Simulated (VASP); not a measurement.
# Ag (Im-3m) in VASP: a series of runs

Ag is run at these levels: PBE; tasks: single point.

Everything below comes from runs of VASP 6.6.1. Logs are shortened: lines on timing, memory, paths and dates and some standing lists are left out, and cuts for length are marked.

### Step 1. The cell of the first run

Symmetry: Im-3m, No. 229, cubic system. The conventional cell has a = 3.213 Å, b = 3.213 Å, c = 3.213 Å, α = 90.00°, β = 90.00°, γ = 90.00°. Ag (site symmetry m-3m) has 14 Ag at 2.78 to 3.21 Å within 3.7 Å.

### Step 2. Single point, PBE (volume scaled by 0.92)

INCAR

```
  ALGO = Normal
  EDIFF = 1E-7
  ENCUT = 520
  GGA = PE
  ISIF = 2
  ISMEAR = -1
  LASPH = True
  LCHARG = True
  LELF = True
  LREAL = False
  LVHAR = True
  LWAVE = False
  NBANDS = 12
  NELM = 100
  PREC = Accurate
  SIGMA = 0.05
```

KPOINTS

```
k-points
0
Gamma
  16 16 16
```

POSCAR

```
Ag
1.0
   -1.6065163881      1.6065163881      1.6065163881
    1.6065163881     -1.6065163881      1.6065163881
    1.6065163881      1.6065163881     -1.6065163881
Ag
1
Direct
    0.0000000000      0.0000000000      0.0000000000
```

Potentials or basis: VASP PAW PBE potentials, release 64 (Ag).

Command:

```console
cat potpaw_PBE.64/Ag/POTCAR > POTCAR
mpirun -np 1 vasp_std > vasp.out
```

OUTCAR:

```text
EDIFF = 1E-7
   ENCUT = 520
   GGA = PE
   ISIF = 2
   ISMEAR = -1
   LASPH = True
   LREAL = False
   NELM = 100
   PREC = Accurate

 ion  position               nearest neighbor table
   1  0.000  0.000  0.000-

  LATTYP: Found a body centered cubic cell.
 ALAT       =     3.2130327762

  Lattice vectors:

 A1 = (  -1.6065163881,   1.6065163881,   1.6065163881)
 A2 = (   1.6065163881,  -1.6065163881,   1.6065163881)
 A3 = (   1.6065163881,   1.6065163881,  -1.6065163881)

Analysis of symmetry for initial positions (statically):
=====================================================================
 Subroutine PRICEL returns:
 Original cell was already a primitive cell.

 Routine SETGRP: Setting up the symmetry group for a
 body centered cubic supercell.

 Subroutine GETGRP returns: Found 48 space group operations
 (whereof 48 operations were pure point group operations)
 out of a pool of 48 trial point group operations.

The static configuration has the point symmetry O_h .

Analysis of symmetry for dynamics (positions and initial velocities):
=====================================================================
 Subroutine PRICEL returns:
 Original cell was already a primitive cell.

 Routine SETGRP: Setting up the symmetry group for a
 body centered cubic supercell.

 Subroutine GETGRP returns: Found 48 space group operations
 (whereof 48 operations were pure point group operations)
 out of a pool of 48 trial point group operations.

The dynamic configuration has the point symmetry O_h .

 Subroutine INISYM returns: Found 48 space group operations
 (whereof 48 operations are pure point group operations),
 and found     1 'primitive' translations

----------------------------------------------------------------------------------------

                                     Primitive cell

  volume of cell :      16.5850

  direct lattice vectors                    reciprocal lattice vectors
    -1.606516388  1.606516388  1.606516388     0.000000000  0.311232430  0.311232430
     1.606516388 -1.606516388  1.606516388     0.311232430  0.000000000  0.311232430
     1.606516388  1.606516388 -1.606516388     0.311232430  0.311232430  0.000000000

  length of vectors
     2.782568007  2.782568007  2.782568007     0.440149124  0.440149124  0.440149124

  position of ions in fractional coordinates (direct lattice)
     0.000000000  0.000000000  0.000000000

  ion indices of the primitive-cell ions
   primitive index   ion index
                 1           1

----------------------------------------------------------------------------------------

 KPOINTS: k-points

Automatic generation of k-mesh.
 Grid dimensions read from file:
 generate k-points for:   16   16   16

 Generating k-lattice:

  Cartesian coordinates                     Fractional coordinates (reciprocal lattice)
     0.000000000  0.019452027  0.019452027     0.062500000  0.000000000  0.000000000
     0.019452027  0.000000000  0.019452027     0.000000000  0.062500000  0.000000000
     0.019452027  0.019452027  0.000000000     0.000000000  0.000000000  0.062500000

  Length of vectors
     0.027509320  0.027509320  0.027509320

  Shift w.r.t. Gamma in fractional coordinates (k-lattice)
     0.000000000  0.000000000  0.000000000

 Subroutine IBZKPT returns following result:
 ===========================================

 Found    145 irreducible k-points:

 Following reciprocal coordinates:
            Coordinates               Weight
  0.000000  0.000000  0.000000      1.000000
  0.062500  0.000000  0.000000     12.000000
  0.125000  0.000000  0.000000     12.000000
  0.187500  0.000000  0.000000     12.000000
  0.250000  0.000000  0.000000     12.000000
  0.312500  0.000000  0.000000     12.000000
[... 16 lines left out ...]
  0.187500  0.187500  0.000000     24.000000
  0.250000  0.187500  0.000000     48.000000
 [... further k-points ...]
   k-points           NKPTS =    145   k-points in BZ     NKDIM =    145   number of bands    NBANDS=     12
   number of dos      NEDOS =    301   number of ions     NIONS =      1
   total plane-waves  NPLWV =  13824
   dimension x,y,z NGX =    24 NGY =   24 NGZ =   24
   dimension x,y,z NGXF=    48 NGYF=   48 NGZF=   48
   ions per type =               1
   NGX,Y,Z   is equivalent  to a cutoff of  14.34, 14.34, 14.34 a.u.
   NGXF,Y,Z  is equivalent  to a cutoff of  28.68, 28.68, 28.68 a.u.
 SYSTEM =  unknown system
   PREC   = accura    normal or accurate (medium, high low for compatibility)
   ISTART =      0    job   : 0-new  1-cont  2-samecut
   ICHARG =      2    charge: 1-file 2-atom 10-const
   ISPIN  =      1    spin polarized calculation?
   LNONCOLLINEAR =      F non collinear calculations
   LSORBIT =      F    spin-orbit coupling
   LASPH  =      T    aspherical Exc in radial PAW
   ENCUT  =  520.0 eV  38.22 Ry    6.18 a.u.   5.17  5.17  5.17*2*pi/ulx,y,z
   NELM   =    100;   NELMIN=  2; NELMDL= -5     # of ELM steps
   EDIFF  = 0.1E-06   stopping-criterion for ELM
   LREAL  =      F    real-space projection
   EDIFFG = 0.1E-05   stopping-criterion for IOM
   NSW    =      0    number of steps for IOM
   IBRION =     -1    ionic relax: 0-MD 1-quasi-New 2-CG
   NFREE  =      0    steps in history (QN), initial steepest desc. (CG)
   ISIF   =      2    stress and relaxation
   ISYM   =      2    0-nonsym 1-usesym 2-fastsym
   POTIM  = 0.5000    time-step for ionic-motion
   TEBEG  =    0.0;   TEEND  =   0.0 temperature during run
   PSTRESS=    0.0 pullay stress
   NELECT =      11.0000    total number of electrons
   NUPDOWN=      -1.0000    fix difference up-down
   EMIN   =  10.00;   EMAX   =-10.00  energy-range for DOS
   EFERMI =   0.00;   METHOD = LEGACY
   ISMEAR =    -1;   SIGMA  =   0.05  broadening in eV -4-tet -1-fermi 0-gaus
   EFERMI_NEDOS =   21; number of points for ismear=-14 and -15
   IALGO  =     38    algorithm
   IMIX   =      4    mixing-type and parameters
     AMIX     =   0.40;   BMIX     =  1.00
     AMIX_MAG =   1.60;   BMIX_MAG =  1.00
  volume/ion in A,a.u.               =      16.58       111.92
  Fermi-wavevector in a.u.,A,eV,Ry     =   1.427690  2.697943 27.732736  2.038299
  Thomas-Fermi vector in A             =   2.547832
   LORBIT       =      0    0 simple, 1 ext, 2 COOP (PROOUT), +10 PAW based schemes
   GGA     = PE    functional components
   LHFCALC =     F    Hartree Fock is set to
   AEXX    =    0.0000 exact exchange contribution
   IVDW    =     0    specifies the selected vdW correction
   LEPSILON=     F    determine dielectric tensor
   LRPA    =     F    only Hartree local field effects (RPA)
 non-spin polarized calculation
  energy-cutoff  :      520.00
  volume of cell :       16.58
 maximum number of plane-waves:       466
 NGX is ok and might be reduce to    24

 number of electron      10.9999997 magnetization

 Free energy of the ion-electron system (eV)
  ---------------------------------------------------
  ext. energy  EPLUGINS =         0.00000000
  ---------------------------------------------------
  free energy    TOTEN  =        -2.64521102 eV

  energy without entropy =       -2.64063528  energy(sigma->0) =       -2.64292315

 E-fermi :   8.8514     XC(G=0): -12.3760

 val. band max:        8.8419200410   @ k =   0.2500   0.1875   0.0625
 cond. band min:       8.9592630154   @ k =  -0.3125   0.3125   0.3125
 fundamental gap:      0.1173429744
 Fermi energy:         8.8514020068

 k-point     1 :       0.0000    0.0000    0.0000
  band No.  band energies     occupation
      1       0.8551      2.00000
      2       3.7918      2.00000
      3       3.7918      2.00000
      4       3.7918      2.00000
      5       5.1879      2.00000
      6       5.1879      2.00000
      7      26.9048      0.00000
      8      26.9048      0.00000
      9      26.9048      0.00000
     10      33.5542      0.00000
     11      33.5542      0.00000
     12      33.6959      0.00000

 k-point     2 :       0.0625    0.0000    0.0000
  band No.  band energies     occupation
      1       0.9874      2.00000
      2       3.7580      2.00000
      3       3.7968      2.00000
      4       3.8693      2.00000
      5       5.1505      2.00000
      6       5.1903      2.00000
      7      26.6118      0.00000
      8      26.8739      0.00000
      9      27.0072      0.00000
     10      31.8795      0.00000
     11      32.1455      0.00000
     12      32.8390      0.00000

 k-point     3 :       0.1250    0.0000    0.0000
  band No.  band energies     occupation
      1       1.3650      2.00000
      2       3.6628      2.00000
      3       3.8155      2.00000
      4       4.0955      2.00000
      5       5.0638      2.00000
      6       5.1984      2.00000
      7      25.5300      0.00000
      8      26.5864      0.00000
      9      27.2940      0.00000
     10      30.7019      0.00000
     11      30.8747      0.00000
     12      31.1497      0.00000
[... 286 lines left out ...]
 k-point    23 :       0.1875    0.1875    0.0000
  band No.  band energies     occupation
      1       2.8344      2.00000
      2       3.4487      2.00000
      3       3.8328      2.00000
      4       4.8906      2.00000
      5       5.3460      2.00000
      6       6.4869      2.00000
      7      20.1651      0.00000
      8      20.5502      0.00000
      9      24.8779      0.00000
     10      28.6033      0.00000
     11      31.9908      0.00000
     12      34.2527      0.00000

 k-point    24 :       0.2500    0.1875    0.0000
  band No.  band energies     occupation
      1       2.8199      2.00000
      2       3.3271      2.00000
      3       4.1723      2.00000
      4       4.9577      2.00000
      5       5.4215      2.00000
      6       7.6829      2.00000
      7      17.8513      0.00000
      8      19.5906      0.00000
      9      24.1015      0.00000
     10      28.9636      0.00000
     11      32.2736      0.00000
     12      34.9469      0.00000

 [... further k-points ...]
[... 5 lines left out ...]
  --------------------------------------------------------------------------------------
  -------------------------------------------------------------------------------------
  Total        0.9192375      0.9192375      0.9192375     -0.0000000      0.0000000      0.0000000
  in kB       88.8020172     88.8020172     88.8020172     -0.0000000      0.0000000      0.0000000
  external PRESSURE =      88.8020172 kB  Pullay stress =       0.0000000 kB

 VOLUME and BASIS-vectors are now :
 -----------------------------------------------------------------------------
  energy-cutoff  :      520.00
  volume of cell :       16.58
      direct lattice vectors                 reciprocal lattice vectors
    -1.606516388  1.606516388  1.606516388     0.000000000  0.311232430  0.311232430
     1.606516388 -1.606516388  1.606516388     0.311232430  0.000000000  0.311232430
     1.606516388  1.606516388 -1.606516388     0.311232430  0.311232430  0.000000000

 POSITION                                       TOTAL-FORCE (eV/Angst)
 -----------------------------------------------------------------------------------
      0.00000      0.00000      0.00000        -0.000000      0.000000     -0.000000
 -----------------------------------------------------------------------------------
    total drift:                               -0.000000      0.000000      0.000000

  FREE ENERGIE OF THE ION-ELECTRON SYSTEM (eV)
  ---------------------------------------------------
  free  energy   TOTEN  =        -2.6452110168 eV

  energy  without entropy=       -2.6406352753  energy(sigma->0) =       -2.64292315
```

It used 14 s of CPU time on 1 thread of Intel Xeon 6975P-C, with other jobs on the host.

Results:

```yaml
Free_energy: -2.6452 eV
Pressure: 8.9 GPa
```

### Step 3. Single point, PBE (volume scaled by 0.92)

INCAR

```
SYSTEM = Ag
PREC = Accurate
ENCUT = 520
EDIFF = 1E-6
ISMEAR = -1
SIGMA = 0.05
LREAL = .False.
LASPH = .True.
NELM = 100
ALGO = Normal
ISIF = 2
LWAVE = .False.
LCHARG = .False.
GGA = PE
NBANDS = 12
```

KPOINTS

```
Automatic mesh
0
Gamma
  16 16 16
  0 0 0
```

POSCAR is that of step 2.

Potentials or basis: VASP PAW PBE potentials, release 64 (Ag).

Command:

```console
cat potpaw_PBE.64/Ag/POTCAR > POTCAR
mpirun -np 1 vasp_std > vasp.out
```

OUTCAR:

```text
SYSTEM = Ag
   PREC = Accurate
   ENCUT = 520
   EDIFF = 1E-6
   ISMEAR = -1
   LREAL = .False.
   LASPH = .True.
   NELM = 100
   ISIF = 2
   GGA = PE

 ion  position               nearest neighbor table
   1  0.000  0.000  0.000-

  LATTYP: Found a body centered cubic cell.
 ALAT       =     3.2130327762

  Lattice vectors:

 A1 = (  -1.6065163881,   1.6065163881,   1.6065163881)
 A2 = (   1.6065163881,  -1.6065163881,   1.6065163881)
 A3 = (   1.6065163881,   1.6065163881,  -1.6065163881)

Analysis of symmetry for initial positions (statically):
=====================================================================
 Subroutine PRICEL returns:
 Original cell was already a primitive cell.

 Routine SETGRP: Setting up the symmetry group for a
 body centered cubic supercell.

 Subroutine GETGRP returns: Found 48 space group operations
 (whereof 48 operations were pure point group operations)
 out of a pool of 48 trial point group operations.

The static configuration has the point symmetry O_h .

Analysis of symmetry for dynamics (positions and initial velocities):
=====================================================================
 Subroutine PRICEL returns:
 Original cell was already a primitive cell.

 Routine SETGRP: Setting up the symmetry group for a
 body centered cubic supercell.

 Subroutine GETGRP returns: Found 48 space group operations
 (whereof 48 operations were pure point group operations)
 out of a pool of 48 trial point group operations.

The dynamic configuration has the point symmetry O_h .

 Subroutine INISYM returns: Found 48 space group operations
 (whereof 48 operations are pure point group operations),
 and found     1 'primitive' translations

----------------------------------------------------------------------------------------

[... 109 lines left out ...]
     AMIX     =   0.40;   BMIX     =  1.00
     AMIX_MAG =   1.60;   BMIX_MAG =  1.00
  volume/ion in A,a.u.               =      16.58       111.92
  Fermi-wavevector in a.u.,A,eV,Ry     =   1.427690  2.697943 27.732736  2.038299
  Thomas-Fermi vector in A             =   2.547832
   LORBIT       =      0    0 simple, 1 ext, 2 COOP (PROOUT), +10 PAW based schemes
   GGA     = PE    functional components
   LHFCALC =     F    Hartree Fock is set to
   AEXX    =    0.0000 exact exchange contribution
   IVDW    =     0    specifies the selected vdW correction
   LEPSILON=     F    determine dielectric tensor
   LRPA    =     F    only Hartree local field effects (RPA)
 non-spin polarized calculation
  energy-cutoff  :      520.00
  volume of cell :       16.58
 maximum number of plane-waves:       466
 NGX is ok and might be reduce to    24

 number of electron      10.9999997 magnetization

 Free energy of the ion-electron system (eV)
  ---------------------------------------------------
  ext. energy  EPLUGINS =         0.00000000
  ---------------------------------------------------
  free energy    TOTEN  =        -2.64521107 eV

  energy without entropy =       -2.64063534  energy(sigma->0) =       -2.64292321

 E-fermi :   8.8514     XC(G=0): -12.3760

 val. band max:        8.8419419850   @ k =   0.2500   0.1875   0.0625
 cond. band min:       8.9592861568   @ k =  -0.3125   0.3125   0.3125
 fundamental gap:      0.1173441718
 Fermi energy:         8.8514266649

 k-point     1 :       0.0000    0.0000    0.0000
  band No.  band energies     occupation
      1       0.8551      2.00000
      2       3.7918      2.00000
      3       3.7918      2.00000
      4       3.7918      2.00000
      5       5.1879      2.00000
      6       5.1879      2.00000
      7      26.9049      0.00000
      8      26.9049      0.00000
      9      26.9049      0.00000
     10      33.5542      0.00000
     11      33.5542      0.00000
     12      33.6959      0.00000
[... 331 lines left out ...]
 k-point    24 :       0.2500    0.1875    0.0000
  band No.  band energies     occupation
      1       2.8199      2.00000
      2       3.3271      2.00000
      3       4.1723      2.00000
      4       4.9577      2.00000
      5       5.4215      2.00000
      6       7.6829      2.00000
      7      17.8513      0.00000
      8      19.5906      0.00000
      9      24.1015      0.00000
     10      28.9636      0.00000
     11      32.2737      0.00000
     12      34.9469      0.00000

 [... further k-points ...]
[... 5 lines left out ...]
  --------------------------------------------------------------------------------------
  -------------------------------------------------------------------------------------
  Total        0.9189087      0.9189087      0.9189087     -0.0000000      0.0000000     -0.0000000
  in kB       88.7702542     88.7702542     88.7702542     -0.0000000      0.0000000     -0.0000000
  external PRESSURE =      88.7702542 kB  Pullay stress =       0.0000000 kB

 VOLUME and BASIS-vectors are now :
 -----------------------------------------------------------------------------
  energy-cutoff  :      520.00
  volume of cell :       16.58
      direct lattice vectors                 reciprocal lattice vectors
    -1.606516388  1.606516388  1.606516388     0.000000000  0.311232430  0.311232430
     1.606516388 -1.606516388  1.606516388     0.311232430  0.000000000  0.311232430
     1.606516388  1.606516388 -1.606516388     0.311232430  0.311232430  0.000000000

 POSITION                                       TOTAL-FORCE (eV/Angst)
 -----------------------------------------------------------------------------------
      0.00000      0.00000      0.00000         0.000000      0.000000      0.000000
 -----------------------------------------------------------------------------------
    total drift:                                0.000000      0.000000      0.000000

  FREE ENERGIE OF THE ION-ELECTRON SYSTEM (eV)
  ---------------------------------------------------
  free  energy   TOTEN  =        -2.6452110726 eV

  energy  without entropy=       -2.6406353392  energy(sigma->0) =       -2.64292321
```

OSZICAR:

```text
N       E                     dE             d eps       ncg     rms          rms(c)
DAV:   1     0.520504340183E+02    0.52050E+02   -0.55047E+03  3504   0.834E+02
DAV:   2    -0.212505392000E+01   -0.54175E+02   -0.51430E+02  4104   0.196E+02
DAV:   3    -0.290736801473E+01   -0.78231E+00   -0.78181E+00  4036   0.246E+01
DAV:   4    -0.290973226851E+01   -0.23643E-02   -0.23642E-02  3968   0.142E+00
DAV:   5    -0.290975005431E+01   -0.17786E-04   -0.17786E-04  3988   0.109E-01    0.562E+00
DAV:   6    -0.265786263195E+01    0.25189E+00   -0.96476E-01  3872   0.882E+00    0.364E+00
DAV:   7    -0.264852124098E+01    0.93414E-02   -0.10269E-02  3912   0.950E-01    0.203E+00
DAV:   8    -0.264519891203E+01    0.33223E-02   -0.71207E-04  3948   0.197E-01    0.919E-02
DAV:   9    -0.264520603915E+01   -0.71271E-05   -0.73106E-06  3824   0.211E-02    0.228E-02
DAV:  10    -0.264521150179E+01   -0.54626E-05   -0.37624E-06  3960   0.181E-02    0.559E-03
DAV:  11    -0.264521107258E+01    0.42921E-06   -0.78174E-08  2024   0.233E-03
   1 F= -.26452111E+01 E0= -.26429232E+01  d E =-.457573E-02
```

Run time: 20 s. Hardware: 1 thread of Intel Xeon 6975P-C, shared host; peak memory 0.16 GiB.

What came out:

| Property | Result |
| --- | --- |
| Free energy | -2.6452 eV |
| Pressure | 8.9 GPa |

[end of part 1 of 2]
